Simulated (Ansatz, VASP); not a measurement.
**Zr: VASP beside Ansatz**

The input INCAR:

```
ALGO     = Normal         # electronic algorithm
EDIFF    = 1E-6           # SCF threshold, eV
ENCUT    = 500            # plane-wave cutoff, eV
GGA      = PE             # functional
GGA_COMPAT= False        
ISIF     = 2              # what is computed and relaxed
ISMEAR   = 0              # smearing method
IVDW     = 12             # dispersion correction
LASPH    = True           # aspherical terms in the spheres
LCHARG   = True           # write CHGCAR
LELF     = True           # ELF
LREAL    = False          # projectors in reciprocal space
LVHAR    = True         
LWAVE    = False          # write WAVECAR
NBANDS   = 19             # bands
NELM     = 120            # most SCF steps
PREC     = Accurate       # precision mode
SIGMA    = 0.1            # smearing width, eV
```

File KPOINTS:

```
k-points
0
Gamma
  6 6 4
```

The input POSCAR:

```
Zr
1.0
    3.2392314131      0.0000000000      0.0000000000
   -1.6196157065      2.8052566925      0.0000000000
    0.0000000000      0.0000000000      5.1722200000
Zr
2
Direct
    0.3333333333      0.6666666667      0.2500000000
    0.6666666667      0.3333333333      0.7500000000
```

Input for Ansatz:

```yaml
crystal:
  lattice:
    - [3.2392314131, 0.0, 0.0]
    - [-1.6196157065, 2.8052566925, 0.0]
    - [0.0, 0.0, 5.17222]
  atoms:
    - { symbol: Zr, position: [0.3333333333, 0.6666666667, 0.25] }
    - { symbol: Zr, position: [0.6666666667, 0.3333333333, 0.75] }
basis:
  ecutwfc: 420
  ecutrho_ratio: 10
kpoints:
  mp_grid: { grid: [6, 6, 4] }
hamiltonian:
  xc: pbe
  dispersion: d3bj
scf:
  occupations: { method: gaussian, width: 0.1 }
  mixing: { ndim: 1, preconditioner: kerker }
  initial_density: { chi_scale: 0, normalization: atom }
  max_iter: 79
output:
  forces: true
  stress: true
  eigenvalues: true
```

Alike in both runs: task single point; functional PBE; dispersion D3(BJ); k mesh 6 × 6 × 4; occupations gaussian, width 0.1 eV; no spin polarisation.

|  | VASP | Ansatz |
| --- | --- | --- |
| version | VASP 6.6.1 | Ansatz 0.2.0 |
| potentials or method | VASP PAW PBE potentials, release 64 (Zr_sv), cutoff 500 eV | scalar-relativistic, plane waves, PAW |
| valence electrons in the cell | 24 | 24 |

|  | VASP | Ansatz | Ansatz less VASP |
| --- | --- | --- | --- |
| gap on the k mesh at the Fermi level (eV) | none | none | - |
| pressure (GPa) | -4.3 | -4.3 | -0.03 |
| traceless stress, the component that is largest in VASP (GPa) | 0.43 | 0.43 | -0.002 |

A gap of «none» marks a metal or a gap that the smearing closes.

The k mesh is coarse, so the values compare programs but aren't converged.
